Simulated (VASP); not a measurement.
Wanted: the native input for a VASP 6.6.1 run.

```
Task                   : single point
Functional             : PBEsol
Potentials or basis    : VASP PAW PBE potentials, release 64 (Au)
Cutoff                 : 520 eV
k mesh                 : 20 × 20 × 20
Occupations            : gaussian, width 0.15 eV
Spin                   : no spin polarisation
Dipole correction      : no
Further INCAR settings : ALGO = Fast; EDIFF = 1e-06; NBANDS = 12
```

The structure of Au lies in POSCAR:

```
Au
1.0
   -1.7401324500      1.7401324500      1.6158372750
    1.7401324500     -1.7401324500      1.6158372750
    1.7401324500      1.7401324500     -1.6158372750
Au
1
Direct
    0.0000000000      0.0000000000      0.0000000000
```

This cell differs from its parent crystal: strain +0.050 along x and y, -0.025 along z.

These files were run (other wordings do the same):

INCAR

```
SYSTEM = Au
PREC     = Accurate       ! precision mode
ENCUT    = 520            ! plane-wave cutoff, eV
EDIFF    = 1E-6           ! SCF threshold, eV
ISMEAR   = 0              ! smearing method
SIGMA    = 0.15           ! smearing width, eV
LREAL    = .FALSE.        ! projectors in reciprocal space
LASPH    = .TRUE.         ! aspherical terms in the spheres
NELM     = 100            ! most SCF steps
ALGO     = Fast           ! electronic algorithm
ISIF     = 2              ! what is computed and relaxed
LWAVE    = .FALSE.        ! write WAVECAR
LCHARG   = .FALSE.        ! write CHGCAR
GGA      = PS             ! functional
NBANDS   = 12             ! bands
```

KPOINTS

```
regular mesh
0
G
  20 20 20
  0 0 0
```

Potentials or basis: VASP PAW PBE potentials, release 64 (Au).

Launch:

```console
$ cat potpaw_PBE.64/Au/POTCAR > POTCAR
$ mpirun -np 1 vasp_std > vasp.out
```

It gave:

```yaml
Pressure: -15.9 GPa
Band_gap_on_the_k_mesh: zero (an odd number of electrons rules out a gap without spin polarisation)
```

Caveat: the cell differs from its parent crystal (strain +0.050 along x and y, -0.025 along z); the cell stands under tension; the PAW data sets were made with another functional, which shifts forces and pressure a little; spin-orbit coupling is left out, which moves the levels of the heavy elements.

It took 2.3 min on 1 thread of Intel Xeon 8259CL (shared host), peak memory 0.26 GiB.
